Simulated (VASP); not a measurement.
A run of VASP 6.6.1 is set up as follows.

INCAR

```
SYSTEM = Pb
  ALGO = Fast
  EDIFF = 1E-7
  ENCUT = 520
  GGA = PE
  ISIF = 2
  ISMEAR = 0
  LASPH = .True.
  LCHARG = .False.
  LREAL = .False.
  LWAVE = .False.
  NBANDS = 51
  NELM = 80
  PREC = Accurate
  SIGMA = 0.1
```

File KPOINTS:

```
k-points
0
Gamma
  6 6 6
  0 0 0
```

POSCAR

```
Pb
1.0
    5.5147965246      3.1839692580      1.8529304424
   -5.5147965246      3.1839692580      1.8529304424
    0.0000000000     -6.3679385160      1.8529304424
Pb
6
Direct
    0.4345014907      0.2495103152      0.0659147001
    0.0659147001      0.4345014907      0.2495103152
    0.2495103152      0.0659147001      0.4345014907
    0.5654985093      0.7504896848      0.9340852999
    0.9340852999      0.5654985093      0.7504896848
    0.7504896848      0.9340852999      0.5654985093
```

Potentials or basis: VASP PAW PBE potentials, release 64 (Pb_d).

The run is started by

```console
$ cat potpaw_PBE.64/Pb_d/POTCAR > POTCAR
$ mpirun -np 1 vasp_std > vasp.out
```

Problem. Estimate the band gap on the k mesh.

Solution. Zero (bands 42 and 43 overlap by 2.42 eV).

Problem. Predict the pressure.

Solution. -0.1 GPa.

Problem. Predict the largest force.

Solution. 0.007 eV/Å.

Stress tensor (GPa, compression positive):
```
-0.13  0.00  0.00
 0.00 -0.13  0.00
 0.00  0.00  0.06
```

Caveat: spin-orbit coupling is left out, which moves the levels of the heavy elements.
